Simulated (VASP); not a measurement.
# CdS (I-4m2) in VASP: a series of runs, part 2 of 2

VASP 6.6.1. The steps go on from the part before.

### Step 5. Single point, r2SCAN (strain +0.000 along x and y, -0.080 along z)

POSCAR

```
CdS
1.0
    0.0000000000      2.9100000000      2.6772000000
    2.9100000000      0.0000000000      2.6772000000
    2.9100000000      2.9100000000      0.0000000000
Cd S
1 1
Direct
    0.0000000000      0.0000000000      0.0000000000
    0.7500000000      0.7500000000      0.7500000000
```

INCAR.step1

```
SYSTEM = CdS
  PREC = Accurate
  ENCUT = 520
  ISMEAR = 0
  SIGMA = 0.05
  LREAL = .FALSE.
  LASPH = .TRUE.
  NELM = 80
  NBANDS = 16
  GGA = PE
  ALGO = Normal
  EDIFF = 1E-4
  LWAVE = .TRUE.
  LCHARG = .FALSE.
```

INCAR.step2

```
SYSTEM = CdS
  PREC = Accurate
  ENCUT = 520
  EDIFF = 1E-7
  ISMEAR = 0
  SIGMA = 0.05
  LREAL = .FALSE.
  LASPH = .TRUE.
  NELM = 80
  ALGO = Normal
  ISIF = 2
  LWAVE = .FALSE.
  LCHARG = .FALSE.
  METAGGA = R2SCAN
  LMIXTAU = .TRUE.
  NBANDS = 16
  ISTART = 1
```

KPOINTS

```
regular mesh
0
G
  8 8 8
  0 0 0
```

Potentials or basis: VASP PAW PBE potentials, release 64 (Cd, S).

Started as:

```console
> cat potpaw_PBE.64/Cd/POTCAR potpaw_PBE.64/S/POTCAR > POTCAR
> cp INCAR.step1 INCAR
> mpirun -np 1 vasp_std > vasp.out
> cp INCAR.step2 INCAR
> mpirun -np 1 vasp_std > vasp.out
```

OUTCAR:

```text
SYSTEM = CdS
   PREC = Accurate
   ENCUT = 520
   EDIFF = 1E-7
   ISMEAR = 0
   LREAL = .FALSE.
   LASPH = .TRUE.
   NELM = 80
   ISIF = 2
   METAGGA = R2SCAN
   ISTART = 1

 ion  position               nearest neighbor table
   1  0.000  0.000  0.000-   2 2.45   2 2.45   2 2.45   2 2.45
   2  0.750  0.750  0.750-   1 2.45   1 2.45   1 2.45   1 2.45

  LATTYP: Found a body centered tetragonal cell.
 ALAT       =     4.1153614665
 C/A-ratio  =     1.3010764774

  Lattice vectors:

 A1 = (   0.0000000000,  -2.9100000000,  -2.6772000000)
 A2 = (   0.0000000000,   2.9100000000,  -2.6772000000)
 A3 = (   2.9100000000,   0.0000000000,   2.6772000000)

Analysis of symmetry for initial positions (statically):
=====================================================================
 Subroutine PRICEL returns:
 Original cell was already a primitive cell.

 Routine SETGRP: Setting up the symmetry group for a
 body centered tetragonal supercell.

 Subroutine GETGRP returns: Found  8 space group operations
 (whereof  8 operations were pure point group operations)
 out of a pool of 16 trial point group operations.

The static configuration has the point symmetry D_2d.

Analysis of symmetry for dynamics (positions and initial velocities):
=====================================================================
 Subroutine PRICEL returns:
 Original cell was already a primitive cell.

 Routine SETGRP: Setting up the symmetry group for a
 body centered tetragonal supercell.

 Subroutine GETGRP returns: Found  8 space group operations
 (whereof  8 operations were pure point group operations)
 out of a pool of 16 trial point group operations.

The dynamic configuration has the point symmetry D_2d.

 Subroutine INISYM returns: Found  8 space group operations
 (whereof  8 operations are pure point group operations),
 and found     1 'primitive' translations

----------------------------------------------------------------------------------------
[... 113 lines left out ...]
     AMIX_MAG =   1.60;   BMIX_MAG =  1.00
  volume/ion in A,a.u.               =      22.67       152.99
  Fermi-wavevector in a.u.,A,eV,Ry     =   1.203188  2.273695 19.696621  1.447661
  Thomas-Fermi vector in A             =   2.338948
   LORBIT       =      0    0 simple, 1 ext, 2 COOP (PROOUT), +10 PAW based schemes
   METAGGA = R2SCAN    functional components
   LHFCALC =     F    Hartree Fock is set to
   AEXX    =    0.0000 exact exchange contribution
   IVDW    =     0    specifies the selected vdW correction
   LEPSILON=     F    determine dielectric tensor
   LRPA    =     F    only Hartree local field effects (RPA)
 non-spin polarized calculation
 Gauss-broadening in eV      SIGMA  =   0.05
  energy-cutoff  :      520.00
  volume of cell :       45.34
 maximum number of plane-waves:      1234
 NGX is ok and might be reduce to    30
   NGX = 15   NGY = 15   NGZ = 15

 number of electron      17.9999997 magnetization

 Free energy of the ion-electron system (eV)
  ---------------------------------------------------
  ext. energy  EPLUGINS =         0.00000000
  ---------------------------------------------------
  free energy    TOTEN  =       -29.53386902 eV

  energy without entropy =      -29.53386902  energy(sigma->0) =      -29.53386902

 E-fermi :   2.2212     XC(G=0): -10.1954

 val. band max:        2.0175814398   @ k =   0.0000   0.0000   0.0000
 cond. band min:       3.6641184976   @ k =   0.0000   0.0000   0.0000
 fundamental gap:      1.6465370578
 Fermi energy:         2.2212328922

 k-point     1 :       0.0000    0.0000    0.0000
  band No.  band energies     occupation
      1     -11.6044      2.00000
      2      -6.4813      2.00000
      3      -6.4813      2.00000
      4      -6.4315      2.00000
      5      -5.8443      2.00000
      6      -5.7952      2.00000
[... 433 lines left out ...]
      3      -6.2570      2.00000
      4      -5.9424      2.00000
      5      -5.8069      2.00000
      6      -5.7308      2.00000
[... 8 lines left out ...]
     15      14.2945      0.00000
     16      15.1664      0.00000

 [... further k-points ...]

------------------------ aborting loop because EDIFF is reached ----------------------------------------

  FORCE on cell =-STRESS in cart. coord.  units (eV):
  Direction    XX          YY          ZZ          XY          YZ          ZX
  --------------------------------------------------------------------------------------
  -------------------------------------------------------------------------------------
  Total        2.5212946      2.5212946      2.6103725      0.0000000      0.0000000      0.0000000
  in kB       89.0917276     89.0917276     92.2393592      0.0000000      0.0000000      0.0000000
  external PRESSURE =      90.1409382 kB  Pullay stress =       0.0000000 kB

 VOLUME and BASIS-vectors are now :
 -----------------------------------------------------------------------------
  energy-cutoff  :      520.00
  volume of cell :       45.34
      direct lattice vectors                 reciprocal lattice vectors
     0.000000000  2.910000000  2.677200000    -0.171821306  0.171821306  0.186762289
     2.910000000  0.000000000  2.677200000     0.171821306 -0.171821306  0.186762289
     2.910000000  2.910000000  0.000000000     0.171821306  0.171821306 -0.186762289

 POSITION                                       TOTAL-FORCE (eV/Angst)
 -----------------------------------------------------------------------------------
      0.00000      0.00000      0.00000        -0.000000     -0.000000     -0.000000
      4.36500      4.36500      4.01580         0.000000      0.000000      0.000000
 -----------------------------------------------------------------------------------
    total drift:                                0.000019      0.000019     -0.000051

  FREE ENERGIE OF THE ION-ELECTRON SYSTEM (eV)
  ---------------------------------------------------
  free  energy   TOTEN  =       -29.5338690237 eV

  energy  without entropy=      -29.5338690237  energy(sigma->0) =      -29.53386902
```

OUTCAR.step1:

```text
SYSTEM = CdS
   PREC = Accurate
   ENCUT = 520
   ISMEAR = 0
   LREAL = .FALSE.
   LASPH = .TRUE.
[... 679 lines left out ...]
      0.00000      0.00000      0.00000         0.000000      0.000000     -0.000000
      4.36500      4.36500      4.01580        -0.000000     -0.000000      0.000000
 -----------------------------------------------------------------------------------
    total drift:                                0.000001      0.000001      0.000005

  FREE ENERGIE OF THE ION-ELECTRON SYSTEM (eV)
  ---------------------------------------------------
  free  energy   TOTEN  =        -5.9402199498 eV

  energy  without entropy=       -5.9402199498  energy(sigma->0) =       -5.94021995
```

OSZICAR.step1:

```text
N       E                     dE             d eps       ncg     rms          rms(c)
DAV:   1     0.110420002422E+03    0.11042E+03   -0.92957E+03  1928   0.105E+03
DAV:   2    -0.242062611712E+01   -0.11284E+03   -0.10655E+03  2280   0.258E+02
DAV:   3    -0.645970370899E+01   -0.40391E+01   -0.40323E+01  2336   0.510E+01
DAV:   4    -0.648378103353E+01   -0.24077E-01   -0.24075E-01  2424   0.385E+00
DAV:   5    -0.648408166939E+01   -0.30064E-03   -0.30063E-03  2296   0.408E-01    0.987E+00
DAV:   6    -0.596340233452E+01    0.52068E+00   -0.80246E-01  2816   0.124E+01    0.764E+00
DAV:   7    -0.594012287144E+01    0.23279E-01   -0.23057E-01  2368   0.334E+00    0.348E+00
DAV:   8    -0.594028626466E+01   -0.16339E-03   -0.23130E-02  2304   0.201E+00    0.395E-01
DAV:   9    -0.594013996186E+01    0.14630E-03   -0.26303E-03  2280   0.824E-01    0.690E-02
DAV:  10    -0.594021994983E+01   -0.79988E-04   -0.25408E-04  2424   0.192E-01
   1 F= -.59402199E+01 E0= -.59402199E+01  d E =-.194839E-14
```

Wall time 78 s (1 thread of Intel Xeon 6975P-C (Granite Rapids), shared host); peak memory 0.19 GiB.

What came out:

```
Free energy            : -29.5339 eV
Pressure               : 9.0 GPa
Band gap on the k mesh : 1.65 eV
```

Caveat: the cell differs from its parent crystal (strain +0.000 along x and y, -0.080 along z); the cell stands under pressure; the PAW data sets were made with another functional, which shifts forces and pressure a little.

### Step 6. Single point, r2SCAN (strain -0.040 along x and y, +0.040 along z)

POSCAR

```
CdS
1.0
    0.0000000000      2.7936000000      3.0264000000
    2.7936000000      0.0000000000      3.0264000000
    2.7936000000      2.7936000000      0.0000000000
Cd S
1 1
Direct
    0.0000000000      0.0000000000      0.0000000000
    0.7500000000      0.7500000000      0.7500000000
```

INCAR.step1

```
SYSTEM = CdS
PREC     = Accurate       ! precision mode
ENCUT    = 520            ! plane-wave cutoff, eV
ISMEAR   = 0              ! smearing method
SIGMA    = 0.05           ! smearing width, eV
LREAL    = .FALSE.        ! projectors in reciprocal space
LASPH    = .TRUE.         ! aspherical terms in the spheres
NELM     = 80             ! most SCF steps
NBANDS   = 16             ! bands
GGA      = PE             ! functional
ALGO     = Normal         ! electronic algorithm
EDIFF    = 1E-4           ! SCF threshold, eV
LWAVE    = .TRUE.         ! write WAVECAR
LCHARG   = .FALSE.        ! write CHGCAR
```

INCAR.step2

```
SYSTEM = CdS
PREC     = Accurate       ! precision mode
ENCUT    = 520            ! plane-wave cutoff, eV
EDIFF    = 1E-7           ! SCF threshold, eV
ISMEAR   = 0              ! smearing method
SIGMA    = 0.05           ! smearing width, eV
LREAL    = .FALSE.        ! projectors in reciprocal space
LASPH    = .TRUE.         ! aspherical terms in the spheres
NELM     = 80             ! most SCF steps
ALGO     = Normal         ! electronic algorithm
ISIF     = 2              ! what is computed and relaxed
LWAVE    = .FALSE.        ! write WAVECAR
LCHARG   = .TRUE.         ! write CHGCAR
METAGGA  = R2SCAN         ! meta-GGA
LMIXTAU  = .TRUE.       
LELF     = .TRUE.         ! ELF
LVHAR    = .TRUE.       
NBANDS   = 16             ! bands
ISTART   = 1
```

KPOINTS is that of step 5.

Potentials or basis: VASP PAW PBE potentials, release 64 (Cd, S).

Started as:

```console
> cat potpaw_PBE.64/Cd/POTCAR potpaw_PBE.64/S/POTCAR > POTCAR
> cp INCAR.step1 INCAR
> mpirun -np 1 vasp_std > vasp.out
> cp INCAR.step2 INCAR
> mpirun -np 1 vasp_std > vasp.out
```

Run time: 73 s. Hardware: 1 thread of Intel Xeon 6975P-C (Granite Rapids), shared host; peak memory 0.2 GiB.

The run converged. Its results:

* Free energy: -29.6150 eV
* Pressure: 5.3 GPa
* Band gap on the k mesh: 1.60 eV

Stress tensor (GPa, compression positive):
```
5.76 0.00 0.00
0.00 5.76 0.00
0.00 0.00 4.42
```

Levels at points of the mesh, in eV from the valence-band top:
| k point | band 5 | band 6 | band 7 | band 8 | band 9 | band 10 | band 11 | band 12 | band 13 | band 14 |
| --- | --- | --- | --- | --- | --- | --- | --- | --- | --- | --- |
| (0.00, 0.00, 0.00) | -7.68 | -7.65 | -0.30 | 0.00 | 0.00 | 1.60 | 6.99 | 7.02 | 7.02 | 11.17 |
| (0.50, 0.00, 0.00) | -7.61 | -7.24 | -4.85 | -1.11 | -0.74 | 3.38 | 7.15 | 7.75 | 8.01 | 11.62 |
| (0.50, 0.50, 0.00) | -7.57 | -7.30 | -4.63 | -1.95 | -1.95 | 3.94 | 5.20 | 9.35 | 11.92 | 11.92 |
| (0.50, 0.00, 0.50) | -7.56 | -7.10 | -4.11 | -2.37 | -2.20 | 3.57 | 4.48 | 10.24 | 11.08 | 11.96 |

Caveat: the cell differs from its parent crystal (strain -0.040 along x and y, +0.040 along z); the cell stands under pressure; the PAW data sets were made with another functional, which shifts forces and pressure a little.

### Step 7. Summary

```csv
cell,gap on the mesh (eV),pressure (GPa)
"a = 3.954, b = 3.954, c = 3.786 Å, angles 61.4, 61.4, 57.2°, 2 atoms",1.86,18.8
"a = 3.869, b = 3.869, c = 3.951 Å, angles 59.3, 59.3, 61.4°, 2 atoms",1.88,18.8
"a = 4.041, b = 4.041, c = 3.786 Å, angles 62.1, 62.1, 55.9°, 2 atoms",1.71,13.4
"a = 3.954, b = 3.954, c = 4.115 Å, angles 58.6, 58.6, 62.7°, 2 atoms",1.65,9.0
"a = 4.119, b = 4.119, c = 3.951 Å, angles 61.3, 61.3, 57.3°, 2 atoms",1.60,5.3
```

Alike in all rows: task single point; level r2SCAN; potentials or basis VASP PAW PBE potentials, release 64 (Cd, S); no spin polarisation; k mesh 8 × 8 × 8; cutoff (eV) 520; smearing gaussian 0.05 eV.

Caveats: the cell stands under pressure; the PAW data sets were made with another functional, which shifts forces and pressure a little.

Total energies depend on the potentials used, so only differences within one code and one set of settings carry meaning.
